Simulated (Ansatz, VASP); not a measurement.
**One calculation of BN, two programs**

INCAR

```
SYSTEM = BN
  PREC = Accurate
  ENCUT = 520
  EDIFF = 1E-7
  ISMEAR = 0
  SIGMA = 0.05
  LREAL = .False.
  LASPH = .True.
  NELM = 60
  ALGO = Normal
  ISIF = 2
  LWAVE = .False.
  LCHARG = .True.
  GGA = PE
  LELF = .True.
  LVHAR = .True.
  NBANDS = 16
```

The input KPOINTS:

```
regular mesh
0
Gamma
  12 12 4
  0 0 0
```

File POSCAR:

```
BN
1.0
    2.5039917043      0.0000000000      0.0000000000
   -1.2519958522      2.1685204268      0.0000000000
    0.0000000000      0.0000000000      6.6612000000
B N
2 2
Direct
    0.3333333333      0.6666666667      0.2500000000
    0.6666666667      0.3333333333      0.7500000000
    0.3486894257      0.6743447129      0.7500000000
    0.6666666667      0.3333333333      0.2500000000
```

Input for Ansatz:

```yaml
crystal:
  lattice:
    - [2.5039917043, 0.0, 0.0]
    - [-1.2519958522, 2.1685204268, 0.0]
    - [0.0, 0.0, 6.6612]
  atoms:
    - { symbol: B, position: [0.3333333333, 0.6666666667, 0.25] }
    - { symbol: B, position: [0.6666666667, 0.3333333333, 0.75] }
    - { symbol: "N", position: [0.3486894257, 0.6743447129, 0.75] }
    - { symbol: "N", position: [0.6666666667, 0.3333333333, 0.25] }
basis:
  ecutwfc: 420
kpoints:
  mp_grid: { grid: [12, 12, 4] }
hamiltonian:
  xc: pbe
scf:
  occupations: { method: gaussian, width: 0.05 }
output:
  forces: true
  stress: true
  eigenvalues: true
```

Alike in both runs: task single point; functional PBE; k mesh 12 × 12 × 4; occupations gaussian, width 0.05 eV; no spin polarisation.

```csv
,VASP,Ansatz
version,VASP 6.6.1,Ansatz 0.2.0
potentials or method,"VASP PAW PBE potentials, release 64 (B, N), cutoff 520 eV","scalar-relativistic, plane waves, PAW"
valence electrons in the cell,16,16
```

Ansatz gave:

* gap on the k mesh at the Fermi level (eV): 4.26
* least direct gap on the mesh (eV): 4.65
* pressure (GPa): 3.5
* traceless stress, the component that is largest in VASP (GPa): -1.56
* rms of the force components (eV/Å): 0.535

Question: What did VASP give for the same quantities?

Answer: gap on the k mesh at the Fermi level (eV): 4.26; least direct gap on the mesh (eV): 4.64; pressure (GPa): 3.6; traceless stress, the component that is largest in VASP (GPa): -1.56; rms of the force components (eV/Å): 0.534.

Atom by atom the forces differ by 0.002 eV/Å (rms over components).
